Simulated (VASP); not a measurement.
# Si62C (a cell with a defect) in VASP: single point with PBE

Aim: the single point of Si62C (a cell with a defect) with PBE.

All numbers are computed with VASP 6.6.1; they aren't measurements. Logs are shortened: lines on timing, memory, paths and dates and some standing lists are left out, and cuts for length are marked.

## 1. The cell of the first run

The cell holds a defect, 63 atoms: a = 10.860 Å, b = 10.860 Å, c = 10.860 Å, α = 90.00°, β = 90.00°, γ = 90.00°.

## 2. Single point, PBE

The input, INCAR:

```
PREC     = Accurate       # precision mode
ENCUT    = 520            # plane-wave cutoff, eV
EDIFF    = 1E-6           # SCF threshold, eV
ISMEAR   = -1             # smearing method
SIGMA    = 0.02           # smearing width, eV
LREAL    = Auto         
LASPH    = True           # aspherical terms in the spheres
NELM     = 80             # most SCF steps
ALGO     = Normal         # electronic algorithm
ISIF     = 2              # what is computed and relaxed
LWAVE    = False          # write WAVECAR
LCHARG   = True           # write CHGCAR
GGA      = PE             # functional
LELF     = True           # ELF
LVHAR    = True         
NBANDS   = 163            # bands
```

The input, KPOINTS:

```
regular mesh
0
Gamma
  1 1 1
```

The input, POSCAR:

```
Si62C
1.0
   10.8600000000      0.0000000000      0.0000000000
    0.0000000000     10.8600000000      0.0000000000
    0.0000000000      0.0000000000     10.8600000000
Si C
62 1
Direct
    0.4999190608      0.0000809392      0.0023024862
    0.6284772560      0.1201355433      0.1296632597
    0.7488384899      0.2505706262      0.0005706262
    0.8801395948      0.3739668508      0.1239668508
    0.7501848987     -0.0092335175      0.2600010129
    0.8750244936      0.1244553407      0.3749755064
    0.0002312155     -0.0046771639      0.0001213628
    0.1268486188      0.1201072744      0.1231513812
    0.2507100368      0.2492899632     -0.0007100368
    0.3798927256      0.3731513812      0.1231513812
    0.5046771639      0.4997687845      0.0001213628
    0.6314239411      0.6254810313      0.1315532228
    0.7499675875      0.7500324125      0.0005639042
    0.8745189687      0.8685760589      0.1315532228
    0.2498786372     -0.0046771639      0.2497687845
    0.3743457643      0.1256542357      0.3754995396
    0.5046771639      0.2501213628      0.2497687845
    0.6314239411      0.3815532228      0.3754810313
    0.7660725599      0.5025037753      0.2525037753
    0.5002523020     -0.0002523020      0.5009453959
    0.6232245856      0.1262099448      0.6267754144
    0.7499675875      0.2505639042      0.5000324125
    0.8745189687      0.3815532228      0.6185760589
    0.7490546041     -0.0002523020      0.7497476980
    0.8745004604      0.1256542357      0.8756542357
    0.0023883978      0.4976116022     -0.0051476980
    0.1260331492      0.6198604052      0.1239668508
    0.2494293738      0.7511615101      0.0005706262
    0.3798644567      0.8715227440      0.1296632597
    0.0023883978      0.2448523020      0.2476116022
    0.1260331492      0.3739668508      0.3698604052
    0.2551476980      0.4976116022      0.2476116022
    0.3755446593      0.6249755064      0.3749755064
    0.5092335175      0.7498151013      0.2600010129
    0.6367004604      0.8632995396      0.4024453039
   -0.0100010129     -0.0092335175      0.4998151013
    0.1203367403      0.1201355433      0.6215227440
    0.2494293738      0.2505706262      0.5011615101
    0.3798644567      0.3796632597      0.6215227440
    0.5092335175      0.5100010129      0.4998151013
    0.6367004604      0.6524453039      0.6132995396
    0.8475546961      0.8632995396      0.6132995396
    0.2476975138      0.0000809392      0.7500809392
    0.3747844383      0.1252155617      0.8752155617
    0.4999190608      0.2523024862      0.7500809392
    0.6284772560      0.3796632597      0.8701355433
    0.7501848987      0.5100010129      0.7407664825
    0.8750244936      0.6249755064      0.8744553407
   -0.0025037753      0.7339274401      0.2525037753
    0.1184467772      0.8685760589      0.3754810313
   -0.0025037753      0.5025037753      0.4839274401
    0.1184467772      0.6254810313      0.6185760589
    0.2494360958      0.7500324125      0.5000324125
    0.3737900552      0.8767754144      0.6267754144
    0.0002312155      0.2501213628      0.7453228361
    0.1268486188      0.3731513812      0.8701072744
    0.2498786372      0.4997687845      0.7453228361
    0.3743457643      0.6254995396      0.8756542357
    0.5002523020      0.7509453959      0.7497476980
    0.6232245856      0.8767754144      0.8762099448
   -0.0100010129      0.7498151013      0.7407664825
    0.1203367403      0.8715227440      0.8701355433
    0.7140318600      0.7859681400      0.5359681400
```

Potentials or basis: VASP PAW PBE potentials, release 64 (Si, C).

Launch:

```console
cat potpaw_PBE.64/Si/POTCAR potpaw_PBE.64/C/POTCAR > POTCAR
mpirun -np 1 vasp_gam > vasp.out
```

OUTCAR:

```text
PREC = Accurate
   ENCUT = 520
   EDIFF = 1E-6
   ISMEAR = -1
   LREAL = Auto
   LASPH = True
   NELM = 80
   ISIF = 2
   GGA = PE

 ion  position               nearest neighbor table
   1  0.500  0.000  0.002-  60 2.34  29 2.36   2 2.36  44 2.37
   2  0.628  0.120  0.130-  17 2.35   1 2.36   3 2.38   5 2.39
   3  0.749  0.251  0.001-  25 2.35   4 2.37   2 2.38  46 2.38
   4  0.880  0.374  0.124-  19 2.33  26 2.35  30 2.35   3 2.37
   5  0.750  0.991  0.260-   6 2.35  14 2.35   2 2.39  35 2.41
   6  0.875  0.124  0.375-   5 2.35  36 2.35  30 2.35  22 2.36
[... 10 lines left out ...]
  17  0.505  0.250  0.250-   2 2.35  10 2.35  16 2.39  18 2.41
[... 32 lines left out ...]
  50  0.118  0.869  0.375-  53 2.35  36 2.35  49 2.38  15 2.41
  51  0.997  0.503  0.484-  31 2.33  23 2.38  52 2.38
  52  0.118  0.625  0.619-  53 2.35  61 2.35  51 2.38  57 2.41
  53  0.249  0.750  0.500-  50 2.35  52 2.35  33 2.36  54 2.37
  54  0.374  0.877  0.627-  43 2.34  20 2.35  59 2.35  53 2.37
  55  0.000  0.250  0.745-  37 2.35  56 2.35  25 2.39  23 2.41
  56  0.127  0.373  0.870-  26 2.34  55 2.35  57 2.35   9 2.36
  57  0.250  0.500  0.745-  39 2.35  56 2.35  58 2.39  52 2.41
  58  0.374  0.625  0.876-  28 2.35  59 2.37  57 2.39  11 2.39
  59  0.500  0.751  0.750-  41 2.35  54 2.35  60 2.35  58 2.37
  60  0.623  0.877  0.876-   1 2.34  24 2.35  59 2.35  13 2.37
  61  0.990  0.750  0.741-  48 2.35  52 2.35  62 2.39  42 2.41
  62  0.120  0.872  0.870-   7 2.35  43 2.36  28 2.38  61 2.39
  63  0.714  0.786  0.536-  35 1.87  41 1.87  42 1.87

  LATTYP: Found a simple cubic cell.
 ALAT       =    10.8600000000

  Lattice vectors:

 A1 = (  10.8600000000,   0.0000000000,   0.0000000000)
 A2 = (   0.0000000000,  10.8600000000,   0.0000000000)
 A3 = (   0.0000000000,   0.0000000000,  10.8600000000)

Analysis of symmetry for initial positions (statically):
=====================================================================
 Subroutine PRICEL returns:
 Original cell was already a primitive cell.

 Routine SETGRP: Setting up the symmetry group for a
 simple cubic supercell.

 Subroutine GETGRP returns: Found  6 space group operations
 (whereof  1 operations were pure point group operations)
 out of a pool of 48 trial point group operations.

The static configuration has the point symmetry C_1 .
 The point group associated with its full space group is C_3v.

Analysis of symmetry for dynamics (positions and initial velocities):
=====================================================================
 Subroutine PRICEL returns:
[... 212 lines left out ...]
   IBRION =     -1    ionic relax: 0-MD 1-quasi-New 2-CG
   NFREE  =      0    steps in history (QN), initial steepest desc. (CG)
   ISIF   =      2    stress and relaxation
   ISYM   =      2    0-nonsym 1-usesym 2-fastsym
   POTIM  = 0.5000    time-step for ionic-motion
   TEBEG  =    0.0;   TEEND  =   0.0 temperature during run
   PSTRESS=    0.0 pullay stress
   NELECT =     252.0000    total number of electrons
   NUPDOWN=      -1.0000    fix difference up-down
   EMIN   =  10.00;   EMAX   =-10.00  energy-range for DOS
   EFERMI =   0.00;   METHOD = LEGACY
   ISMEAR =    -1;   SIGMA  =   0.02  broadening in eV -4-tet -1-fermi 0-gaus
   EFERMI_NEDOS =   21; number of points for ismear=-14 and -15
   IALGO  =     38    algorithm
   IMIX   =      4    mixing-type and parameters
     AMIX     =   0.40;   BMIX     =  1.00
     AMIX_MAG =   1.60;   BMIX_MAG =  1.00
  volume/ion in A,a.u.               =      20.33       137.20
  Fermi-wavevector in a.u.,A,eV,Ry     =   0.952164  1.799329 12.335269  0.906617
  Thomas-Fermi vector in A             =   2.080702
   LORBIT       =      0    0 simple, 1 ext, 2 COOP (PROOUT), +10 PAW based schemes
   GGA     = PE    functional components
   LHFCALC =     F    Hartree Fock is set to
   AEXX    =    0.0000 exact exchange contribution
   IVDW    =     0    specifies the selected vdW correction
   LEPSILON=     F    determine dielectric tensor
   LRPA    =     F    only Hartree local field effects (RPA)
 non-spin polarized calculation
  energy-cutoff  :      520.00
  volume of cell :     1280.82
 maximum number of plane-waves:     17229
 NGX is ok and might be reduce to    84
   NGX = 41   NGY = 41   NGZ = 41

 number of electron     251.9999987 magnetization

 Free energy of the ion-electron system (eV)
  ---------------------------------------------------
  ext. energy  EPLUGINS =         0.00000000
  ---------------------------------------------------
  free energy    TOTEN  =      -335.24568797 eV

  energy without entropy =     -335.24409413  energy(sigma->0) =     -335.24489105

 E-fermi :   6.0344     XC(G=0):  -9.3026

 val. band max:        5.9165051962   @ k =   0.0000   0.0000   0.0000
 cond. band min:       6.1661152664   @ k =   0.0000   0.0000   0.0000
 fundamental gap:      0.2496100702
 Fermi energy:         6.0343644758

 k-point     1 :       0.0000    0.0000    0.0000
  band No.  band energies     occupation
      1      -6.6063      2.00000
      2      -6.0500      2.00000
      3      -5.1986      2.00000
      4      -5.1986      2.00000
      5      -5.1792      2.00000
      6      -5.1792      2.00000
[... 130 lines left out ...]
    137       6.7901      0.00000
    138       6.9378      0.00000
 [bands above 138 left out]

------------------------ aborting loop because EDIFF is reached ----------------------------------------

  FORCE on cell =-STRESS in cart. coord.  units (eV):
  Direction    XX          YY          ZZ          XY          YZ          ZX
  --------------------------------------------------------------------------------------
  -------------------------------------------------------------------------------------
  Total        5.8604473      5.8604473      5.8604473     -8.4007105      8.4007105     -8.4007105
  in kB        7.3308084      7.3308084      7.3308084    -10.5084128     10.5084128    -10.5084128
  external PRESSURE =       7.3308084 kB  Pullay stress =       0.0000000 kB

 VOLUME and BASIS-vectors are now :
 -----------------------------------------------------------------------------
  energy-cutoff  :      520.00
  volume of cell :     1280.82
      direct lattice vectors                 reciprocal lattice vectors
    10.860000000  0.000000000  0.000000000     0.092081031  0.000000000  0.000000000
     0.000000000 10.860000000  0.000000000     0.000000000  0.092081031  0.000000000
     0.000000000  0.000000000 10.860000000     0.000000000  0.000000000  0.092081031

 POSITION                                       TOTAL-FORCE (eV/Angst)
 -----------------------------------------------------------------------------------
      5.42912      0.00088      0.02501         0.008182     -0.008182     -0.007621
      6.82526      1.30467      1.40814        -0.004396     -0.000905      0.004257
      8.13239      2.72120      0.00620        -0.004945      0.005660      0.005660
      9.55832      4.06128      1.34628        -0.008695     -0.001422     -0.001422
      8.14701     10.75972      2.82361         0.010217     -0.007026     -0.016742
      9.50277      1.35159      4.07223        -0.015105      0.000721      0.015105
[... 55 lines left out ...]
      1.30686      9.46474      9.44967        -0.004257      0.004396     -0.000905
      7.75439      8.53561      5.82061         0.004672     -0.004672     -0.004672
 -----------------------------------------------------------------------------------
    total drift:                               -0.018139      0.018139      0.018139

  FREE ENERGIE OF THE ION-ELECTRON SYSTEM (eV)
  ---------------------------------------------------
  free  energy   TOTEN  =      -335.2456879661 eV

  energy  without entropy=     -335.2440941326  energy(sigma->0) =     -335.24489105
```

It took 7.3 min on 1 thread of Intel Xeon Platinum 8259CL at 2.50GHz (Skylake/Cascade Lake), shared host; peak memory 1 GiB.

Results:

- Free energy: -335.2457 eV
- Pressure: 0.7 GPa
- Largest force: 0.035 eV/Å

Forces on the atoms (eV/Å):
```
Si   0.008 -0.008 -0.008
Si  -0.004 -0.001  0.004
Si  -0.005  0.006  0.006
Si  -0.009 -0.001 -0.001
Si   0.010 -0.007 -0.017
Si  -0.015  0.001  0.015
Si  -0.008  0.004  0.001
Si   0.001 -0.010 -0.001
Si  -0.012  0.012  0.012
Si   0.010 -0.001 -0.001
Si  -0.004  0.008  0.001
Si  -0.002 -0.010 -0.013
Si  -0.010  0.010  0.022
Si   0.010  0.002 -0.013
Si  -0.001  0.004  0.008
Si  -0.004  0.004 -0.001
Si  -0.004  0.001  0.008
Si  -0.002 -0.013 -0.010
Si   0.000  0.007  0.007
Si  -0.010  0.010  0.026
Si   0.016 -0.024 -0.016
Si  -0.010  0.022  0.010
Si   0.010 -0.013  0.002
Si  -0.026  0.010  0.010
Si   0.001  0.004  0.004
Si   0.000  0.000 -0.005
Si   0.001  0.009 -0.001
Si  -0.006  0.005  0.006
Si   0.001  0.004  0.004
Si   0.000 -0.005  0.000
Si   0.001 -0.001  0.009
Si   0.005  0.000  0.000
Si  -0.001  0.015  0.015
Si   0.007 -0.010 -0.017
Si  -0.013  0.013 -0.029
Si   0.017 -0.007 -0.010
Si  -0.004 -0.001  0.004
Si  -0.006  0.006  0.005
Si   0.001  0.004  0.004
Si   0.007 -0.017 -0.010
Si  -0.013 -0.029  0.013
Si   0.029  0.013  0.013
Si   0.008 -0.008 -0.008
Si   0.002 -0.002 -0.002
Si   0.008 -0.008 -0.008
Si  -0.004  0.004 -0.001
Si   0.010 -0.017 -0.007
Si  -0.015  0.015  0.001
Si  -0.007  0.000  0.007
Si   0.013  0.002 -0.010
Si  -0.007  0.007  0.000
Si   0.013 -0.010  0.002
Si  -0.022  0.010  0.010
Si   0.024 -0.016 -0.016
Si  -0.008  0.001  0.004
Si   0.001 -0.001 -0.010
Si  -0.001  0.008  0.004
Si  -0.004 -0.001  0.004
Si  -0.010  0.026  0.010
Si   0.016 -0.016 -0.024
Si   0.017 -0.010 -0.007
Si  -0.004  0.004 -0.001
C    0.005 -0.005 -0.005
```

Stress tensor (GPa, compression positive):
```
 0.73 -1.05 -1.05
-1.05  0.73  1.05
-1.05  1.05  0.73
```

Caveat: the k points lie up to 0.58 Å⁻¹ apart.
